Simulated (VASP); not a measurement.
# Si (Im-3m) in VASP: a series of runs

Runs on Si. Level: r2SCAN. Tasks: single point.

Everything below comes from runs of VASP 6.6.1. Logs are shortened: lines on timing, memory, paths and dates and some standing lists are left out, and cuts for length are marked.

### Step 1. The cell of the first run

It takes space group Im-3m (No. 229, cubic). Conventional cell: a = 3.045 Å, b = 3.045 Å, c = 3.045 Å, α = 90.00°, β = 90.00°, γ = 90.00°. Si (site symmetry m-3m) has 14 Si at 2.64 to 3.05 Å within 3.5 Å.

This isn't the form of Si at room conditions, which is diamond.

### Step 2. Single point, r2SCAN

POSCAR reads:

```
Si
1.0
   -1.5225601942      1.5225601942      1.5225601942
    1.5225601942     -1.5225601942      1.5225601942
    1.5225601942      1.5225601942     -1.5225601942
Si
1
Direct
    0.0000000000      0.0000000000      0.0000000000
```

INCAR.step1 reads:

```
SYSTEM = Si
PREC = Accurate
ENCUT = 550
ISMEAR = 0
SIGMA = 0.1
LREAL = .FALSE.
LASPH = .TRUE.
NELM = 120
NBANDS = 8
GGA = PE
ALGO = Normal
EDIFF = 1E-5
LWAVE = .TRUE.
LCHARG = .FALSE.
GGA_COMPAT = .FALSE.
```

INCAR.step2 reads:

```
SYSTEM = Si
PREC = Accurate
ENCUT = 550
EDIFF = 1E-6
ISMEAR = 0
SIGMA = 0.1
LREAL = .FALSE.
LASPH = .TRUE.
NELM = 120
ALGO = Normal
ISIF = 2
LWAVE = .FALSE.
LCHARG = .TRUE.
METAGGA = R2SCAN
LMIXTAU = .TRUE.
LELF = .TRUE.
LVHAR = .TRUE.
NBANDS = 8
ISTART = 1
GGA_COMPAT = .FALSE.
```

KPOINTS reads:

```
Automatic mesh
0
G
  6 6 6
  0 0 0
```

Potentials or basis: VASP PAW PBE potentials, release 64 (Si).

Started as:

```
cat potpaw_PBE.64/Si/POTCAR > POTCAR
cp INCAR.step1 INCAR
mpirun -np 1 vasp_std > vasp.out
cp INCAR.step2 INCAR
mpirun -np 1 vasp_std > vasp.out
```

OUTCAR:

```text
SYSTEM = Si
   PREC = Accurate
   ENCUT = 550
   EDIFF = 1E-6
   ISMEAR = 0
   LREAL = .FALSE.
   LASPH = .TRUE.
   NELM = 120
   ISIF = 2
   METAGGA = R2SCAN
   ISTART = 1

 ion  position               nearest neighbor table
   1  0.000  0.000  0.000-

  LATTYP: Found a body centered cubic cell.
 ALAT       =     3.0451203884

  Lattice vectors:

 A1 = (  -1.5225601942,   1.5225601942,   1.5225601942)
 A2 = (   1.5225601942,  -1.5225601942,   1.5225601942)
 A3 = (   1.5225601942,   1.5225601942,  -1.5225601942)

Analysis of symmetry for initial positions (statically):
=====================================================================
 Subroutine PRICEL returns:
 Original cell was already a primitive cell.

 Routine SETGRP: Setting up the symmetry group for a
 body centered cubic supercell.

 Subroutine GETGRP returns: Found 48 space group operations
 (whereof 48 operations were pure point group operations)
 out of a pool of 48 trial point group operations.

The static configuration has the point symmetry O_h .

Analysis of symmetry for dynamics (positions and initial velocities):
=====================================================================
 Subroutine PRICEL returns:
 Original cell was already a primitive cell.

 Routine SETGRP: Setting up the symmetry group for a
 body centered cubic supercell.

 Subroutine GETGRP returns: Found 48 space group operations
 (whereof 48 operations were pure point group operations)
 out of a pool of 48 trial point group operations.

The dynamic configuration has the point symmetry O_h .

 Subroutine INISYM returns: Found 48 space group operations
 (whereof 48 operations are pure point group operations),
 and found     1 'primitive' translations

----------------------------------------------------------------------------------------

                                     Primitive cell

  volume of cell :      14.1183

  direct lattice vectors                    reciprocal lattice vectors
    -1.522560194  1.522560194  1.522560194     0.000000000  0.328394241  0.328394241
     1.522560194 -1.522560194  1.522560194     0.328394241  0.000000000  0.328394241
     1.522560194  1.522560194 -1.522560194     0.328394241  0.328394241  0.000000000

  length of vectors
     2.637151614  2.637151614  2.637151614     0.464419590  0.464419590  0.464419590

  position of ions in fractional coordinates (direct lattice)
     0.000000000  0.000000000  0.000000000

  ion indices of the primitive-cell ions
   primitive index   ion index
                 1           1

----------------------------------------------------------------------------------------

 KPOINTS: Automatic mesh

Automatic generation of k-mesh.
 Grid dimensions read from file:
 generate k-points for:    6    6    6

 Generating k-lattice:

  Cartesian coordinates                     Fractional coordinates (reciprocal lattice)
     0.000000000  0.054732374  0.054732374     0.166666667  0.000000000  0.000000000
     0.054732374  0.000000000  0.054732374     0.000000000  0.166666667  0.000000000
     0.054732374  0.054732374  0.000000000     0.000000000  0.000000000  0.166666667

  Length of vectors
     0.077403265  0.077403265  0.077403265

  Shift w.r.t. Gamma in fractional coordinates (k-lattice)
     0.000000000  0.000000000  0.000000000

 Subroutine IBZKPT returns following result:
 ===========================================

 Found     16 irreducible k-points:

 Following reciprocal coordinates:
            Coordinates               Weight
  0.000000  0.000000  0.000000      1.000000
  0.166667  0.000000  0.000000     12.000000
  0.333333  0.000000  0.000000     12.000000
  0.500000  0.000000  0.000000      6.000000
  0.166667  0.166667  0.000000     24.000000
  0.333333  0.166667  0.000000     48.000000
  0.333333  0.333333  0.000000      8.000000
  0.166667  0.166667  0.166667      8.000000
  0.333333  0.166667  0.166667     12.000000
 -0.166667  0.166667  0.166667      6.000000
 -0.333333  0.333333  0.166667     24.000000
  0.500000  0.500000  0.166667     12.000000
 -0.333333  0.500000  0.166667     24.000000
 -0.333333  0.333333  0.333333      6.000000
  0.500000  0.500000  0.333333     12.000000
  0.500000  0.500000  0.500000      1.000000
   k-points           NKPTS =     16   k-points in BZ     NKDIM =     16   number of bands    NBANDS=      8
   number of dos      NEDOS =    301   number of ions     NIONS =      1
   total plane-waves  NPLWV =   8000
   dimension x,y,z NGX =    20 NGY =   20 NGZ =   20
   dimension x,y,z NGXF=    40 NGYF=   40 NGZF=   40
   ions per type =               1
   NGX,Y,Z   is equivalent  to a cutoff of  12.61, 12.61, 12.61 a.u.
   NGXF,Y,Z  is equivalent  to a cutoff of  25.22, 25.22, 25.22 a.u.
 SYSTEM =  Si
   PREC   = accura    normal or accurate (medium, high low for compatibility)
   ISTART =      1    job   : 0-new  1-cont  2-samecut
   ICHARG =      0    charge: 1-file 2-atom 10-const
   ISPIN  =      1    spin polarized calculation?
   LNONCOLLINEAR =      F non collinear calculations
   LSORBIT =      F    spin-orbit coupling
   LASPH  =      T    aspherical Exc in radial PAW
   ENCUT  =  550.0 eV  40.42 Ry    6.36 a.u.   5.04  5.04  5.04*2*pi/ulx,y,z
   NELM   =    120;   NELMIN=  2; NELMDL=  0     # of ELM steps
   EDIFF  = 0.1E-05   stopping-criterion for ELM
   LREAL  =      F    real-space projection
   EDIFFG = 0.1E-04   stopping-criterion for IOM
   NSW    =      0    number of steps for IOM
   IBRION =     -1    ionic relax: 0-MD 1-quasi-New 2-CG
   NFREE  =      0    steps in history (QN), initial steepest desc. (CG)
   ISIF   =      2    stress and relaxation
   ISYM   =      2    0-nonsym 1-usesym 2-fastsym
   POTIM  = 0.5000    time-step for ionic-motion
   TEBEG  =    0.0;   TEEND  =   0.0 temperature during run
   PSTRESS=    0.0 pullay stress
   NELECT =       4.0000    total number of electrons
   NUPDOWN=      -1.0000    fix difference up-down
   EMIN   =  10.00;   EMAX   =-10.00  energy-range for DOS
   EFERMI =   0.00;   METHOD = LEGACY
   ISMEAR =     0;   SIGMA  =   0.10  broadening in eV -4-tet -1-fermi 0-gaus
   EFERMI_NEDOS =   21; number of points for ismear=-14 and -15
   IALGO  =     38    algorithm
   IMIX   =      4    mixing-type and parameters
     AMIX     =   0.40;   BMIX     =  1.00
     AMIX_MAG =   1.60;   BMIX_MAG =  1.00
  volume/ion in A,a.u.               =      14.12        95.28
  Fermi-wavevector in a.u.,A,eV,Ry     =   1.075227  2.031885 15.729888  1.156114
  Thomas-Fermi vector in A             =   2.211078
   LORBIT       =      0    0 simple, 1 ext, 2 COOP (PROOUT), +10 PAW based schemes
   METAGGA = R2SCAN    functional components
   LHFCALC =     F    Hartree Fock is set to
   AEXX    =    0.0000 exact exchange contribution
   IVDW    =     0    specifies the selected vdW correction
   LEPSILON=     F    determine dielectric tensor
   LRPA    =     F    only Hartree local field effects (RPA)
 non-spin polarized calculation
 Gauss-broadening in eV      SIGMA  =   0.10
  energy-cutoff  :      550.00
  volume of cell :       14.12
 maximum number of plane-waves:       430
   NGX =  9   NGY =  9   NGZ =  9

 number of electron       4.0000000 magnetization

 Free energy of the ion-electron system (eV)
  ---------------------------------------------------
  ext. energy  EPLUGINS =         0.00000000
  ---------------------------------------------------
  free energy    TOTEN  =        -7.98091373 eV

  energy without entropy =       -7.98088709  energy(sigma->0) =       -7.98090041

 E-fermi :  10.4482     XC(G=0): -12.1159

 val. band max:       10.2144889165   @ k =   0.3333   0.1667   0.1667
 cond. band min:      10.6819509922   @ k =   0.5000   0.5000   0.3333
 fundamental gap:      0.4674620757
 Fermi energy:        10.4482481566

 k-point     1 :       0.0000    0.0000    0.0000
  band No.  band energies     occupation
      1      -5.0817      2.00000
      2      23.1628      0.00000
      3      23.1628      0.00000
      4      23.1628      0.00000
      5      23.8780      0.00000
      6      23.8780      0.00000
      7      23.8780      0.00000
      8      27.9176      0.00000

 k-point     2 :       0.1667    0.0000    0.0000
  band No.  band energies     occupation
      1      -4.1554      2.00000
      2      16.7406      0.00000
      3      19.6137      0.00000
      4      21.7038      0.00000
      5      21.8966      0.00000
      6      24.1309      0.00000
      7      27.3379      0.00000
      8      27.8144      0.00000

 k-point     3 :       0.3333    0.0000    0.0000
  band No.  band energies     occupation
      1      -1.3991      2.00000
      2       9.2790      2.00000
      3      17.2909      0.00000
      4      19.3019      0.00000
      5      20.0414      0.00000
      6      21.9881      0.00000
      7      29.7264      0.00000
      8      30.3882      0.00000

 k-point     4 :       0.5000    0.0000    0.0000
  band No.  band energies     occupation
      1       3.0795      2.00000
      2       3.1615      2.00000
      3      16.5181      0.00000
      4      18.4424      0.00000
      5      19.3257      0.00000
      6      21.2126      0.00000
      7      32.2913      0.00000
      8      33.1288      0.00000

 k-point     5 :       0.1667    0.1667    0.0000
  band No.  band energies     occupation
      1      -2.3141      2.00000
      2      13.4079      0.00000
      3      13.5892      0.00000
      4      18.3451      0.00000
      5      23.5753      0.00000
      6      24.4021      0.00000
      7      28.3098      0.00000
      8      29.5235      0.00000

 k-point     6 :       0.3333    0.1667    0.0000
  band No.  band energies     occupation
      1       1.3238      2.00000
      2       6.6655      2.00000
      3      11.8135      0.00000
      4      16.7993      0.00000
      5      22.5805      0.00000
      6      25.8831      0.00000
      7      28.9011      0.00000
      8      32.0433      0.00000

 k-point     7 :       0.3333    0.3333    0.0000
  band No.  band energies     occupation
      1       5.7530      2.00000
      2       5.8009      2.00000
      3       5.8009      2.00000
      4      16.0437      0.00000
      5      25.6612      0.00000
      6      26.8724      0.00000
      7      26.8724      0.00000
      8      35.0321      0.00000

 k-point     8 :       0.1667    0.1667    0.1667
  band No.  band energies     occupation
      1       0.4207      2.00000
      2      10.8903      0.00000
      3      11.0756      0.00000
      4      11.0756      0.00000
      5      28.8652      0.00000
      6      28.8652      0.00000
      7      30.7963      0.00000
      8      30.7963      0.00000

 k-point     9 :       0.3333    0.1667    0.1667
  band No.  band energies     occupation
      1       4.8830      2.00000
      2       4.9287      2.00000
      3      10.1073      2.00000
      4      10.2145      1.99905
      5      29.5004      0.00000
      6      29.6954      0.00000
      7      33.0551      0.00000
      8      33.7627      0.00000

 k-point    10 :      -0.1667    0.1667    0.1667
  band No.  band energies     occupation
      1      -3.2328      2.00000
      2      16.4317      0.00000
      3      16.4317      0.00000
      4      18.7326      0.00000
      5      20.1474      0.00000
      6      25.6813      0.00000
      7      27.6118      0.00000
      8      27.6118      0.00000

 k-point    11 :      -0.3333    0.3333    0.1667
  band No.  band energies     occupation
      1      -0.4882      2.00000
      2      10.0961      2.00000
      3      13.9914      0.00000
      4      16.8871      0.00000
      5      20.5881      0.00000
      6      24.2412      0.00000
      7      26.9549      0.00000
      8      30.6360      0.00000

 k-point    12 :       0.5000    0.5000    0.1667
  band No.  band energies     occupation
      1       3.9801      2.00000
      2       4.0359      2.00000
      3      13.1691      0.00000
      4      16.0550      0.00000
      5      23.0717      0.00000
      6      23.4584      0.00000
      7      25.3002      0.00000
      8      28.5108      0.00000

 k-point    13 :      -0.3333    0.5000    0.1667
  band No.  band energies     occupation
      1       3.1151      2.00000
      2       8.3562      2.00000
      3       8.3755      2.00000
      4      18.5333      0.00000
      5      19.3896      0.00000
      6      23.2947      0.00000
      7      24.8550      0.00000
      8      32.9853      0.00000

 k-point    14 :      -0.3333    0.3333    0.3333
  band No.  band energies     occupation
      1       2.2184      2.00000
      2      11.5137      0.00000
      3      11.5137      0.00000
      4      14.1571      0.00000
      5      14.5443      0.00000
      6      23.0446      0.00000
      7      30.9546      0.00000
      8      32.2505      0.00000

 k-point    15 :       0.5000    0.5000    0.3333
  band No.  band energies     occupation
      1       6.6118      2.00000
      2       6.6239      2.00000
      3      10.6820      0.00095
      4      13.4541      0.00000
      5      17.1821      0.00000
      6      17.6239      0.00000
      7      30.7990      0.00000
      8      33.3910      0.00000

 k-point    16 :       0.5000    0.5000    0.5000
  band No.  band energies     occupation
      1       9.8480      2.00000
      2       9.8480      2.00000
      3       9.8480      2.00000
      4      12.3890      0.00000
      5      12.6619      0.00000
      6      12.6619      0.00000
      7      37.0709      0.00000
      8      37.0709      0.00000

------------------------ aborting loop because EDIFF is reached ----------------------------------------

  FORCE on cell =-STRESS in cart. coord.  units (eV):
  Direction    XX          YY          ZZ          XY          YZ          ZX
  --------------------------------------------------------------------------------------
  -------------------------------------------------------------------------------------
  Total        0.0149380      0.0149380      0.0149380      0.0000000      0.0000000     -0.0000000
  in kB        1.6951969      1.6951969      1.6951969      0.0000000      0.0000000     -0.0000000
  external PRESSURE =       1.6951969 kB  Pullay stress =       0.0000000 kB

 VOLUME and BASIS-vectors are now :
 -----------------------------------------------------------------------------
  energy-cutoff  :      550.00
  volume of cell :       14.12
      direct lattice vectors                 reciprocal lattice vectors
    -1.522560194  1.522560194  1.522560194     0.000000000  0.328394241  0.328394241
     1.522560194 -1.522560194  1.522560194     0.328394241  0.000000000  0.328394241
     1.522560194  1.522560194 -1.522560194     0.328394241  0.328394241  0.000000000

 POSITION                                       TOTAL-FORCE (eV/Angst)
 -----------------------------------------------------------------------------------
      0.00000      0.00000      0.00000         0.000000      0.000000      0.000000
 -----------------------------------------------------------------------------------
    total drift:                                0.000000      0.000000      0.000000

  FREE ENERGIE OF THE ION-ELECTRON SYSTEM (eV)
  ---------------------------------------------------
  free  energy   TOTEN  =        -7.9809137303 eV

  energy  without entropy=       -7.9808870921  energy(sigma->0) =       -7.98090041
```

Wall time 13 s (1 thread of Intel Xeon Platinum 8259CL at 2.50GHz (Skylake/Cascade Lake), shared host); peak memory 0.12 GiB.

What came out:

```
Free energy            : -7.9809 eV
Pressure               : 0.2 GPa
Band gap on the k mesh : zero (bands 2 and 3 overlap by 17.36 eV)
```

Caveat: the k points lie up to 0.49 Å⁻¹ apart, too coarse for converged energies and pressures of a metal; the PAW data sets were made with another functional, which shifts forces and pressure a little.

### Step 3. Single point, r2SCAN

This run uses another cell than the first one, of 22.18 Å³/atom.

POSCAR reads:

```
Si
1.0
   -1.7700667025      1.7700667025      1.7700667025
    1.7700667025     -1.7700667025      1.7700667025
    1.7700667025      1.7700667025     -1.7700667025
Si
1
Direct
    0.0000000000      0.0000000000      0.0000000000
```

INCAR.step1 reads:

```
SYSTEM = Si
ALGO = Normal
EDIFF = 1E-5
ENCUT = 550
GGA = PE
GGA_COMPAT = .FALSE.
ISMEAR = 0
LASPH = .TRUE.
LCHARG = .FALSE.
LREAL = .FALSE.
LWAVE = .TRUE.
NBANDS = 8
NELM = 120
PREC = Accurate
SIGMA = 0.1
```

INCAR.step2 reads:

```
SYSTEM = Si
ALGO = Normal
EDIFF = 1E-6
ENCUT = 550
GGA_COMPAT = .FALSE.
ISIF = 2
ISMEAR = 0
ISTART = 1
LASPH = .TRUE.
LCHARG = .TRUE.
LELF = .TRUE.
LMIXTAU = .TRUE.
LREAL = .FALSE.
LVHAR = .TRUE.
LWAVE = .FALSE.
METAGGA = R2SCAN
NBANDS = 8
NELM = 120
PREC = Accurate
SIGMA = 0.1
```

KPOINTS reads:

```
k-points
0
G
  8 8 8
  0 0 0
```

Potentials or basis: VASP PAW PBE potentials, release 64 (Si).

Started as:

```
cat potpaw_PBE.64/Si/POTCAR > POTCAR
cp INCAR.step1 INCAR
mpirun -np 1 vasp_std > vasp.out
cp INCAR.step2 INCAR
mpirun -np 1 vasp_std > vasp.out
```

Run time: 19 s. Hardware: 1 thread of Intel Xeon Platinum 8259CL at 2.50GHz (Skylake/Cascade Lake), shared host; peak memory 0.13 GiB.

The run converged. Its results:

```yaml
Free_energy: -7.4409 eV
Pressure: -15.5 GPa
Band_gap_on_the_k_mesh: zero (bands 2 and 3 overlap by 9.92 eV)
```

Levels at points of the mesh, in eV from the Fermi level:
```
           k point  band 1  band 2  band 3  band 4  band 5
(0.00, 0.00, 0.00)  -11.59    7.54    7.54    7.54   11.55
(0.50, 0.00, 0.00)   -6.55   -4.50    3.72    6.04    7.80
(0.50, 0.50, 0.50)   -2.14   -0.35   -0.35   -0.35    3.88
```

Caveat: the cell stands under tension; the PAW data sets were made with another functional, which shifts forces and pressure a little.
